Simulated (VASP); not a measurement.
Set up this calculation in VASP 6.6.1, as the native input.

* Task: single point
* Functional: PBEsol
* Potentials or basis: VASP PAW PBE potentials, release 64 (Cd, F)
* Cutoff: 520 eV
* k mesh: 8 × 8 × 8
* Occupations: gaussian, width 0.05 eV
* Spin: no spin polarisation
* Dipole correction: no
* Further INCAR settings: ALGO = Normal; EDIFF = 1e-06; NBANDS = 20

The structure of CdF2 lies in POSCAR:

```
CdF2
1.0
    0.0000000000      2.6940000000      2.6940000000
    2.6940000000      0.0000000000      2.6940000000
    2.6940000000      2.6940000000      0.0000000000
Cd F
1 2
Direct
    0.0162397921     -0.0162397921      0.0162397921
    0.2500000000      0.2500000000      0.2500000000
    0.7500000000      0.7500000000      0.7500000000
```

This cell differs from its parent crystal: all Cd atoms moved +0.087 Å, as atom 1 along Cartesian [0 1 0].

The input as run:

INCAR

```
  ALGO = Normal
  EDIFF = 1E-6
  ENCUT = 520
  GGA = PS
  ISIF = 2
  ISMEAR = 0
  LASPH = T
  LCHARG = F
  LREAL = F
  LWAVE = F
  NBANDS = 20
  NELM = 60
  PREC = Accurate
  SIGMA = 0.05
```

KPOINTS

```
k-points
0
Gamma
  8 8 8
```

Potentials or basis: VASP PAW PBE potentials, release 64 (Cd, F).

Launch:

```bash
$ cat potpaw_PBE.64/Cd/POTCAR potpaw_PBE.64/F/POTCAR > POTCAR
$ mpirun -np 1 vasp_std > vasp.out
```

Results of the run:

* Pressure: 1.0 GPa
* Largest force: 0.467 eV/Å
* Band gap on the k mesh: 2.90 eV, indirect (least direct gap 3.39 eV)

Caveat: the cell differs from its parent crystal (all Cd atoms moved +0.087 Å, as atom 1 along Cartesian [0 1 0]); the PAW data sets were made with another functional, which shifts forces and pressure a little.

Run time: 47 s on 1 thread of AMD EPYC 7R13 Processor (Zen 3) (shared host), peak memory 0.15 GiB.
